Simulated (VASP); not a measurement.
# InAs (F-43m) in VASP: phonons with r2SCAN

Aim: the phonons of InAs with r2SCAN.

All numbers are computed with VASP 6.6.1; they aren't measurements. Logs are shortened: lines on timing, memory, paths and dates and some standing lists are left out, and cuts for length are marked.

## 1. The cell of the first run

It takes space group F-43m (No. 216, cubic). Conventional cell: a = 6.170 Å, b = 6.170 Å, c = 6.170 Å, α = 90.00°, β = 90.00°, γ = 90.00°. In (site symmetry -43m) has 4 As at 2.67 Å within 3.5 Å. Within 3.5 Å of As (site symmetry -43m) lie 4 In at 2.67 Å.

## 2. Phonons, r2SCAN (volume scaled by 1.030)

The input, INCAR:

```
ALGO     = Normal         # electronic algorithm
EDIFF    = 1E-8           # SCF threshold, eV
ENCUT    = 520            # plane-wave cutoff, eV
IBRION   = 6              # ionic algorithm
ISIF     = 2              # what is computed and relaxed
ISMEAR   = -1             # smearing method
LASPH    = T              # aspherical terms in the spheres
LCHARG   = T              # write CHGCAR
LMIXTAU  = T            
LREAL    = F              # projectors in reciprocal space
LWAVE    = F              # write WAVECAR
METAGGA  = R2SCAN         # meta-GGA
NELM     = 100            # most SCF steps
NFREE    = 2            
NSW      = 1              # ionic steps
POTIM    = 0.015          # step
PREC     = Accurate       # precision mode
SIGMA    = 0.05           # smearing width, eV
```

The input, KPOINTS:

```
k-points
0
Gamma
  12 12 12
```

The input, POSCAR:

```
InAs
1.0
    0.0000000000      3.0848448729      3.0848448729
    3.0848448729      0.0000000000      3.0848448729
    3.0848448729      3.0848448729      0.0000000000
In As
1 1
Direct
    0.0000000000      0.0000000000      0.0000000000
    0.7500000000      0.7500000000      0.7500000000
```

Potentials or basis: VASP PAW PBE potentials, release 64 (In_d, As).

Launch:

```sh
> cat potpaw_PBE.64/In_d/POTCAR potpaw_PBE.64/As/POTCAR > POTCAR
> mpirun -np 1 vasp_std > vasp.out
```

OUTCAR:

```text
EDIFF = 1E-8
   ENCUT = 520
   IBRION = 6
   ISIF = 2
   ISMEAR = -1
   LASPH = T
   LREAL = F
   METAGGA = R2SCAN
   NELM = 100
   NFREE = 2
   NSW = 1
   POTIM = 0.015
   PREC = Accurate

 ion  position               nearest neighbor table
   1  0.000  0.000  0.000-   2 2.67   2 2.67   2 2.67   2 2.67
   2  0.750  0.750  0.750-   1 2.67   1 2.67   1 2.67   1 2.67

  LATTYP: Found a face centered cubic cell.
 ALAT       =     6.1696897458

  Lattice vectors:

 A1 = (   0.0000000000,   3.0848448729,   3.0848448729)
 A2 = (   3.0848448729,   0.0000000000,   3.0848448729)
 A3 = (   3.0848448729,   3.0848448729,   0.0000000000)

Analysis of symmetry for initial positions (statically):
=====================================================================
 Subroutine PRICEL returns:
 Original cell was already a primitive cell.

 Routine SETGRP: Setting up the symmetry group for a
 face centered cubic supercell.

 Subroutine GETGRP returns: Found 24 space group operations
 (whereof 24 operations were pure point group operations)
 out of a pool of 48 trial point group operations.

The static configuration has the point symmetry T_d .

Analysis of symmetry for dynamics (positions and initial velocities):
=====================================================================
 Subroutine PRICEL returns:
 Original cell was already a primitive cell.

 Routine SETGRP: Setting up the symmetry group for a
 face centered cubic supercell.

 Subroutine GETGRP returns: Found 24 space group operations
 (whereof 24 operations were pure point group operations)
 out of a pool of 48 trial point group operations.

The dynamic configuration has the point symmetry T_d .

 Subroutine INISYM returns: Found 24 space group operations
 (whereof 24 operations are pure point group operations),
 and found     1 'primitive' translations

----------------------------------------------------------------------------------------

                                     Primitive cell

  volume of cell :      58.7124

  direct lattice vectors                    reciprocal lattice vectors
     0.000000000  3.084844873  3.084844873    -0.162082705  0.162082705  0.162082705
     3.084844873  0.000000000  3.084844873     0.162082705 -0.162082705  0.162082705
     3.084844873  3.084844873  0.000000000     0.162082705  0.162082705 -0.162082705

  length of vectors
     4.362629457  4.362629457  4.362629457     0.280735479  0.280735479  0.280735479

  position of ions in fractional coordinates (direct lattice)
     0.000000000  0.000000000  0.000000000
     0.750000000  0.750000000  0.750000000

  ion indices of the primitive-cell ions
   primitive index   ion index
                 1           1
                 2           2

----------------------------------------------------------------------------------------

 KPOINTS: k-points

Automatic generation of k-mesh.
 Grid dimensions read from file:
 generate k-points for:   12   12   12

 Generating k-lattice:

  Cartesian coordinates                     Fractional coordinates (reciprocal lattice)
    -0.013506892  0.013506892  0.013506892     0.083333333  0.000000000  0.000000000
     0.013506892 -0.013506892  0.013506892     0.000000000  0.083333333  0.000000000
     0.013506892  0.013506892 -0.013506892     0.000000000  0.000000000  0.083333333

  Length of vectors
     0.023394623  0.023394623  0.023394623

[... 54 lines left out ...]
   LREAL  =      F    real-space projection
   EDIFFG = 0.1E-06   stopping-criterion for IOM
   NSW    =     61    number of steps for IOM
   IBRION =      6    ionic relax: 0-MD 1-quasi-New 2-CG
   NFREE  =      2    steps in history (QN), initial steepest desc. (CG)
   ISIF   =      2    stress and relaxation
   ISYM   =      2    0-nonsym 1-usesym 2-fastsym
   POTIM  = 0.0150    time-step for ionic-motion
   TEBEG  =    0.0;   TEEND  =   0.0 temperature during run
   PSTRESS=    0.0 pullay stress
   NELECT =      18.0000    total number of electrons
   NUPDOWN=      -1.0000    fix difference up-down
   EMIN   =  10.00;   EMAX   =-10.00  energy-range for DOS
   EFERMI =   0.00;   METHOD = LEGACY
   ISMEAR =    -1;   SIGMA  =   0.05  broadening in eV -4-tet -1-fermi 0-gaus
   EFERMI_NEDOS =   21; number of points for ismear=-14 and -15
   IALGO  =     38    algorithm
   IMIX   =      4    mixing-type and parameters
     AMIX     =   0.40;   BMIX     =  1.00
     AMIX_MAG =   1.60;   BMIX_MAG =  1.00
  volume/ion in A,a.u.               =      29.36       198.11
  Fermi-wavevector in a.u.,A,eV,Ry     =   1.103881  2.086033 16.579430  1.218554
  Thomas-Fermi vector in A             =   2.240346
   LORBIT       =      0    0 simple, 1 ext, 2 COOP (PROOUT), +10 PAW based schemes
   METAGGA = R2SCAN    functional components
   LHFCALC =     F    Hartree Fock is set to
   AEXX    =    0.0000 exact exchange contribution
   IVDW    =     0    specifies the selected vdW correction
   LEPSILON=     F    determine dielectric tensor
   LRPA    =     F    only Hartree local field effects (RPA)
 finite differences with symmetry
 non-spin polarized calculation
  energy-cutoff  :      520.00
  volume of cell :       58.71
 maximum number of plane-waves:      1604
   NGX = 17   NGY = 17   NGZ = 17

--------------------------------------- Ionic step        1  -------------------------------------------

 number of electron      18.0000008 magnetization

 Free energy of the ion-electron system (eV)
  ---------------------------------------------------
  ext. energy  EPLUGINS =         0.00000000
  ---------------------------------------------------
  free energy    TOTEN  =       -38.05389742 eV

  energy without entropy =      -38.05364447  energy(sigma->0) =      -38.05377094

------------------------ aborting loop because EDIFF is reached ----------------------------------------

  FORCE on cell =-STRESS in cart. coord.  units (eV):
  Direction    XX          YY          ZZ          XY          YZ          ZX
  --------------------------------------------------------------------------------------
  -------------------------------------------------------------------------------------
  Total       -0.5823269     -0.5823269     -0.5823269      0.0000000     -0.0000000     -0.0000000
  in kB      -15.8908608    -15.8908608    -15.8908608      0.0000000     -0.0000000     -0.0000000
  external PRESSURE =     -15.8908608 kB  Pullay stress =       0.0000000 kB
[... 131 lines left out ...]
--------------------------------------- Ionic step        5  -------------------------------------------

 number of electron      18.0000008 magnetization

 Free energy of the ion-electron system (eV)
  ---------------------------------------------------
  ext. energy  EPLUGINS =         0.00000000
  ---------------------------------------------------
  free energy    TOTEN  =       -38.05313409 eV

  energy without entropy =      -38.05288615  energy(sigma->0) =      -38.05301012

 E-fermi :   3.7868     XC(G=0):  -9.3824

 val. band max:        3.7092170662   @ k =   0.0000   0.0000   0.0000
 cond. band min:       4.5801837642   @ k =   0.0000   0.0833   0.0000
 fundamental gap:      0.8709666979
 Fermi energy:         3.7868120823

 k-point     1 :       0.0000    0.0000    0.0000
  band No.  band energies     occupation
      1     -11.0655      2.00000
      2     -11.0635      2.00000
      3     -11.0610      2.00000
      4     -10.9410      2.00000
      5     -10.9410      2.00000
      6      -8.2368      2.00000
      7       3.5977      1.95549
      8       3.6500      1.87836
      9       3.6807      1.78621
     10       3.7092      1.65038
     11       7.8980      0.00000
     12       7.9186      0.00000
     13       7.9407      0.00000
[... 354 lines left out ...]
  band No.  band energies     occupation
      1     -11.1777      2.00000
      2     -11.0294      2.00000
      3     -11.0247      2.00000
      4     -10.9406      2.00000
      5     -10.9358      2.00000
      6      -6.7439      2.00000
      7      -1.7548      2.00000
      8       1.4140      2.00000
      9       2.4981      2.00000
     10       6.0854      0.00000
     11       8.3512      0.00000
     12       9.3809      0.00000
     13      10.8644      0.00000

 [... further k-points ...]
[... 5 lines left out ...]
  --------------------------------------------------------------------------------------
  -------------------------------------------------------------------------------------
  Total       -0.5811607     -0.5793405     -0.5793405      0.0000000     -0.0938183      0.0000000
  in kB      -15.8590391    -15.8093676    -15.8093676      0.0000000     -2.5601663      0.0000000
  external PRESSURE =     -15.8259247 kB  Pullay stress =       0.0000000 kB
[... 17 lines left out ...]
  FREE ENERGIE OF THE ION-ELECTRON SYSTEM (eV)
  ---------------------------------------------------
  free  energy   TOTEN  =       -38.0531340883 eV

  energy  without entropy=      -38.0528861532  energy(sigma->0) =      -38.05301012

 INTERNAL STRAIN TENSORS FROM DISPLACED ATOMS
 ============================================

 INTERNAL STRAIN TENSOR FOR ION    1 for displacements in x,y,z  (eV/Angst):
          X           Y           Z          XY          YZ          ZX
  --------------------------------------------------------------------------------
  x     0.00000    -0.00000    -0.00000     0.00000    -6.25271     0.00000
  y     0.00000     0.00000     0.00000     0.00000     0.00000    -6.25271
  z    -0.00000    -0.00000     0.00000    -6.25271     0.00000     0.00000

 INTERNAL STRAIN TENSOR FOR ION    2 for displacements in x,y,z  (eV/Angst):
          X           Y           Z          XY          YZ          ZX
  --------------------------------------------------------------------------------
  x    -0.00000    -0.00000    -0.00000     0.00000     6.25616     0.00000
  y    -0.00000     0.00000    -0.00000     0.00000     0.00000     6.25616
  z    -0.00000    -0.00000    -0.00000     6.25616     0.00000     0.00000

 Eigenvectors and eigenvalues of the dynamical matrix
 ----------------------------------------------------

   1 f  =    6.055531 THz    38.048022 2PiTHz  201.990762 cm-1    25.043651 meV
             X         Y         Z           dx          dy          dz
      0.000000  0.000000  0.000000    -0.629290    0.000000    0.000000
      4.627267  4.627267  4.627267     0.777170    0.000000    0.000000
[... 21 lines left out ...]
   6 f/i=    0.007082 THz     0.044500 2PiTHz    0.236245 cm-1     0.029291 meV
             X         Y         Z           dx          dy          dz
      0.000000  0.000000  0.000000     0.000000    0.000000    0.777170
      4.627267  4.627267  4.627267     0.000000    0.000000    0.629290

 ELASTIC MODULI CONTR FROM IONIC RELAXATION (kBar)
 Direction    XX          YY          ZZ          XY          YZ          ZX
 --------------------------------------------------------------------------------
 XX          -0.0000     -0.0000     -0.0000      0.0000      0.0000      0.0000
 YY          -0.0000     -0.0000     -0.0000      0.0000      0.0000     -0.0000
 ZZ          -0.0000     -0.0000     -0.0000      0.0000      0.0000      0.0000
 XY           0.0000      0.0000      0.0000   -156.8451      0.0000      0.0000
 YZ           0.0000      0.0000      0.0000      0.0000   -156.8451     -0.0000
 ZX           0.0000     -0.0000      0.0000      0.0000     -0.0000   -156.8451
 --------------------------------------------------------------------------------
```

Wall time 53 min (1 thread of Oxide Virtual Turin-like, shared host); peak memory 0.46 GiB.

What came out:

```yaml
Highest_phonon_frequency_at_Γ_LO-TO_splitting_left_out: 202 cm⁻¹
```

Phonon frequencies in cm⁻¹ (negative: imaginary):
```
              q point        frequencies
(0.000, 0.000, 0.000)  0 0 0 202 202 202
```

Caveat: the cell wasn't relaxed at this level first, which shifts response properties; the PAW data sets were made with another functional, which shifts forces and pressure a little; spin-orbit coupling is left out, which moves the levels of the heavy elements.
